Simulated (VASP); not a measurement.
Here is a VASP 6.6.1 calculation.

The input INCAR:

```
SYSTEM = Fe
AGGAC = 1.0
AGGAX = 1.0
ALDAC = 0.0
ALDAX = 1.0
ALGO = Normal
EDIFF = 1E-6
ENCUT = 520
GGA = B5
ISIF = 2
ISMEAR = -1
LASPH = .TRUE.
LCHARG = .TRUE.
LELF = .TRUE.
LREAL = .FALSE.
LVHAR = .TRUE.
LWAVE = .FALSE.
NBANDS = 15
NELM = 100
PREC = Accurate
SIGMA = 0.1
```

The input KPOINTS:

```
k-points
0
G
  16 16 9
  0 0 0
```

POSCAR

```
Fe
1.0
    2.4280806207      0.0000000000      0.0000000000
   -1.2140403104      2.1027795000      0.0000000000
    0.0000000000      0.0000000000      3.8291374047
Fe
2
Direct
    0.3333333333      0.6666666667      0.2500000000
    0.6666666667      0.3333333333      0.7500000000
```

Potentials or basis: VASP PAW PBE potentials, release 64 (Fe).

Command:

```sh
$ cat potpaw_PBE.64/Fe/POTCAR > POTCAR
$ mpirun -np 1 vasp_std > vasp.out
```

(1) What does it give for the pressure?

(2) Estimate the band gap on the k mesh.

Results:

(1) 25.9 GPa.

(2) zero (bands 8 and 9 overlap by 1.99 eV).

Caveat: the cell stands under pressure; the PAW data sets were made with another functional, which shifts forces and pressure a little; the run has no spin polarisation, though such a crystal can be magnetic.
